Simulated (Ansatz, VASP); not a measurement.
# One calculation of Si, two programs

```
CELL_PARAMETERS angstrom
0.00000 2.71673 2.71673
2.71673 0.00000 2.71673
2.71673 2.71673 0.00000
ATOMIC_POSITIONS crystal
Si 0.00000 0.00000 0.00000
Si 0.25000 0.25000 0.25000
```

Alike in both runs: task single point; functional PBEsol; k mesh 12 × 12 × 12; occupations gaussian, width 0.02 eV; no spin polarisation.

```csv
,VASP,Ansatz
version,VASP 6.6.1,Ansatz 0.2.0
potentials or method,"VASP PAW PBE potentials, release 64 (Si), cutoff 500 eV","scalar-relativistic, plane waves, PAW"
valence electrons in the cell,8,8
```

VASP gave:

| Property | Result |
| --- | --- |
| gap on the k mesh at the Fermi level (eV) | 0.46 |
| least direct gap on the mesh (eV) | 2.52 |
| pressure (GPa) | 0.1 |

Problem. Estimate Ansatz's values.

Solution. gap on the k mesh at the Fermi level (eV): 0.47; least direct gap on the mesh (eV): 2.52; pressure (GPa): 0.0.

VASP's potentials were made for PBE, not for PBEsol, and Ansatz warns of the same on its side. With one functional, cell and mesh, what is left measures potentials, basis and numerics.
